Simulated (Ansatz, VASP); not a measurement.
**Two plane-wave programs on SiGe3**

```xyz
4
Lattice="1.9638 1.1338 6.4019 -1.9638 1.1338 6.4019 0.0000 -2.2677 6.4019" Properties=species:S:1:pos:R:3 pbc="T T T"
Si    1.9638    1.1338    6.4035
Ge    0.0000    0.0000    9.6037
Ge    0.0000    0.0000    7.1715
Ge    0.0000    0.0000   16.8330
```

Alike in both runs: task single point; functional r2SCAN; k mesh 6 × 6 × 6; no spin polarisation.

```csv
,VASP,Ansatz
version,VASP 6.6.1,Ansatz 0.2.0
potentials or method,"VASP PAW PBE potentials, release 64 (Si, Ge_d)","plane waves, PAW"
plane-wave cutoff (eV),520,500
occupations,"gaussian, width 0.01 eV",fixed
valence electrons in the cell,46,46
```

|  | VASP | Ansatz | Ansatz less VASP |
| --- | --- | --- | --- |
| gap on the k mesh at the Fermi level (eV) | 0.68 | 0.69 | +0.011 |
| pressure (GPa) | 2.6 | 2.6 | -0.02 |
| rms of the force components (eV/Å) | 0.008 | 0.006 | -0.0016 |

VASP's potentials were made for PBE, not for r2SCAN. Atom by atom the forces differ by 0.005 eV/Å (rms over components).
